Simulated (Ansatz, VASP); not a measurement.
MgO: VASP beside Ansatz

POSCAR

```
MgO
1.0
    0.0000000000      2.0970013900      2.0970013900
    2.0970013900      0.0000000000      2.0970013900
    2.0970013900      2.0970013900      0.0000000000
Mg O
1 1
Direct
    0.0000000000      0.0000000000      0.0000000000
    0.5000000000      0.5000000000      0.5000000000
```

The input INCAR.step1:

```
SYSTEM = MgO
  ALGO = Normal
  EDIFF = 1E-4
  ENCUT = 600
  GGA = PE
  ISMEAR = 0
  LASPH = .True.
  LCHARG = .False.
  LREAL = .False.
  LWAVE = .True.
  NELM = 60
  PREC = Accurate
  SIGMA = 0.02
```

The input INCAR.step2:

```
SYSTEM = MgO
  ALGO = Normal
  EDIFF = 1E-6
  EDIFFG = -0.005
  ENCUT = 600
  IBRION = 2
  ISIF = 3
  ISMEAR = 0
  ISTART = 1
  LASPH = .True.
  LCHARG = .False.
  LMIXTAU = .True.
  LREAL = .False.
  LWAVE = .False.
  METAGGA = R2SCAN
  NELM = 60
  NSW = 100
  PREC = Accurate
  SIGMA = 0.02
```

KPOINTS

```
k-points
0
Gamma
  10 10 10
  0 0 0
```

Input for Ansatz:

```yaml
crystal:
  lattice:
    - [0.0, 2.09700139, 2.09700139]
    - [2.09700139, 0.0, 2.09700139]
    - [2.09700139, 2.09700139, 0.0]
  atoms:
    - { symbol: Mg, position: [0.0, 0.0, 0.0] }
    - { symbol: O, position: [0.5, 0.5, 0.5] }
basis:
  ecutwfc: 500
kpoints:
  mp_grid: { grid: [10, 10, 10] }
hamiltonian:
  xc: r2scan
scf:
  occupations: { method: gaussian, width: 0.02 }
output:
  forces: true
  stress: true
  eigenvalues: true
relax:
  adjacent_minimum: "off"
  f_tol: 0.005
  max_steps: 80
  cell: { stress_tol: 0.05 }
```

Alike in both runs: task relaxation of cell and atoms; functional r2SCAN; k mesh 10 × 10 × 10; occupations gaussian, width 0.02 eV; no spin polarisation.

|  | VASP | Ansatz |
| --- | --- | --- |
| version | VASP 6.6.1 | Ansatz 0.2.0 |
| potentials or method | VASP PAW PBE potentials, release 64 (Mg, O), cutoff 600 eV | scalar-relativistic, plane waves, PAW |
| valence electrons in the cell | 8 | 16 |

VASP gave:

* gap on the k mesh at the Fermi level, each at its own relaxed structure (eV): 5.75
* relaxed volume (Å³/atom): 9.21
* relaxed length of the cell vector where the two differ most in proportion (Å): 2.965

Q: What did Ansatz give for the same quantities?

A: gap on the k mesh at the Fermi level, each at its own relaxed structure (eV): 5.68; relaxed volume (Å³/atom): 9.29; relaxed length of the cell vector where the two differ most in proportion (Å): 2.973.

VASP's potentials were made for PBE, not for r2SCAN. VASP's potentials hold 8 valence electrons a cell and Ansatz's 16, so a difference there can come from the potentials and not from the codes.
